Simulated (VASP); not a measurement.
Wanted: the native input for a VASP 6.6.1 run.

- Task: single point
- Functional: r2SCAN
- Potentials or basis: VASP PAW PBE potentials, release 64 (Co)
- Cutoff: 520 eV
- k mesh: 12 × 12 × 7
- Occupations: fermi-dirac, width 0.05 eV
- Spin: collinear spin, ferromagnetic start
- Starting moments: [2.0, 2.0] μB
- Dipole correction: no
- Further INCAR settings: ALGO = Normal; EDIFF = 1e-06; NBANDS = 20

The system is Co.

```
CELL_PARAMETERS angstrom
2.46377 0.00000 0.00000
-1.23189 2.13369 0.00000
0.00000 0.00000 4.01907
ATOMIC_POSITIONS crystal
Co 0.66667 0.33333 0.75000
Co 0.33333 0.66667 0.25000
```

One way to write it, as run:

POSCAR

```
Co
1.0
    2.4637749282      0.0000000000      0.0000000000
   -1.2318874641      2.1336916770      0.0000000000
    0.0000000000      0.0000000000      4.0190729334
Co
2
Direct
    0.6666666667      0.3333333333      0.7500000000
    0.3333333333      0.6666666667      0.2500000000
```

INCAR.step1

```
SYSTEM = Co
ALGO     = Normal         ! electronic algorithm
EDIFF    = 1E-4           ! SCF threshold, eV
ENCUT    = 520            ! plane-wave cutoff, eV
GGA      = PE             ! functional
ISMEAR   = -1             ! smearing method
ISPIN    = 2              ! spin polarisation
LASPH    = .True.         ! aspherical terms in the spheres
LCHARG   = .False.        ! write CHGCAR
LMAXMIX  = 4              ! l up to which the mixer works
LREAL    = .False.        ! projectors in reciprocal space
LWAVE    = .True.         ! write WAVECAR
MAGMOM   = 2 2            ! initial moments
NBANDS   = 20             ! bands
NELM     = 150            ! most SCF steps
PREC     = Accurate       ! precision mode
SIGMA    = 0.05           ! smearing width, eV
```

INCAR.step2

```
SYSTEM = Co
ALGO     = Normal         ! electronic algorithm
EDIFF    = 1E-6           ! SCF threshold, eV
ENCUT    = 520            ! plane-wave cutoff, eV
ISIF     = 2              ! what is computed and relaxed
ISMEAR   = -1             ! smearing method
ISPIN    = 2              ! spin polarisation
ISTART   = 1            
LASPH    = .True.         ! aspherical terms in the spheres
LCHARG   = .True.         ! write CHGCAR
LELF     = .True.         ! ELF
LMAXMIX  = 4              ! l up to which the mixer works
LMIXTAU  = .True.       
LORBIT   = 11             ! projections on sites
LREAL    = .False.        ! projectors in reciprocal space
LVHAR    = .True.       
LWAVE    = .False.        ! write WAVECAR
MAGMOM   = 2 2            ! initial moments
METAGGA  = R2SCAN         ! meta-GGA
NBANDS   = 20             ! bands
NELM     = 150            ! most SCF steps
PREC     = Accurate       ! precision mode
SIGMA    = 0.05           ! smearing width, eV
```

KPOINTS

```
k-points
0
Gamma
  12 12 7
  0 0 0
```

Potentials or basis: VASP PAW PBE potentials, release 64 (Co).

The run is started by

```sh
$ cat potpaw_PBE.64/Co/POTCAR > POTCAR
$ cp INCAR.step1 INCAR
$ mpirun -np 1 vasp_std > vasp.out
$ cp INCAR.step2 INCAR
$ mpirun -np 1 vasp_std > vasp.out
```

It gave:

| Item | Value |
| --- | --- |
| Pressure | 1.8 GPa |
| Net moment | 3.53 μB per cell |
| Site moments | Co +1.82 μB |
| Valence electrons inside the program's atomic spheres | Co 8.35 |

Caveat: the PAW data sets were made with another functional, which shifts forces and pressure a little.

Wall time 2.7 min on 1 thread of Intel(R) Xeon(R) Platinum 8488C (Sapphire Rapids), on a shared host, peak memory 0.17 GiB.
